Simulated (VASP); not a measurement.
Set up this calculation in VASP 6.6.1, as the native input.

```
Task                   : single point
Functional             : r2SCAN
Potentials or basis    : VASP PAW PBE potentials, release 64 (Li_sv)
Cutoff                 : 520 eV
k mesh                 : 11 × 11 × 11
Occupations            : methfessel-paxton, width 0.1 eV
Spin                   : no spin polarisation
Dipole correction      : no
Further INCAR settings : ALGO = Normal; EDIFF = 1e-06; NBANDS = 8
```

Li:

```
CELL_PARAMETERS angstrom
-1.73771 1.73771 1.73771
1.73771 -1.73771 1.73771
1.73771 1.73771 -1.73771
ATOMIC_POSITIONS crystal
Li 0.00000 0.00000 0.00000
```

The input as run:

POSCAR

```
Li
1.0
   -1.7377064835      1.7377064835      1.7377064835
    1.7377064835     -1.7377064835      1.7377064835
    1.7377064835      1.7377064835     -1.7377064835
Li
1
Direct
    0.0000000000      0.0000000000      0.0000000000
```

INCAR.step1

```
SYSTEM = Li
PREC = Accurate ; ENCUT = 520
ISMEAR = 1 ; SIGMA = 0.1
LREAL = .False. ; LASPH = .True.
NELM = 100 ; NBANDS = 8
GGA = PE ; ALGO = Normal
EDIFF = 1E-4 ; LWAVE = .True.
LCHARG = .False.
```

INCAR.step2

```
SYSTEM = Li
PREC = Accurate ; ENCUT = 520
EDIFF = 1E-6 ; ISMEAR = 1
SIGMA = 0.1 ; LREAL = .False.
LASPH = .True. ; NELM = 100
ALGO = Normal ; ISIF = 2
LWAVE = .False. ; LCHARG = .True.
METAGGA = R2SCAN ; LMIXTAU = .True.
LELF = .True. ; LVHAR = .True.
NBANDS = 8 ; ISTART = 1
```

KPOINTS

```
regular mesh
0
Gamma
  11 11 11
  0 0 0
```

Potentials or basis: VASP PAW PBE potentials, release 64 (Li_sv).

The run is started by

```sh
$ cat potpaw_PBE.64/Li_sv/POTCAR > POTCAR
$ cp INCAR.step1 INCAR
$ mpirun -np 1 vasp_std > vasp.out
$ cp INCAR.step2 INCAR
$ mpirun -np 1 vasp_std > vasp.out
```

It gave:

The band gap on the k mesh is zero (an odd number of electrons rules out a gap without spin polarisation).

Run time: 17 s on 1 thread of Intel(R) Xeon(R) 6975P-C (Granite Rapids), with other jobs on the host, peak memory 0.13 GiB.
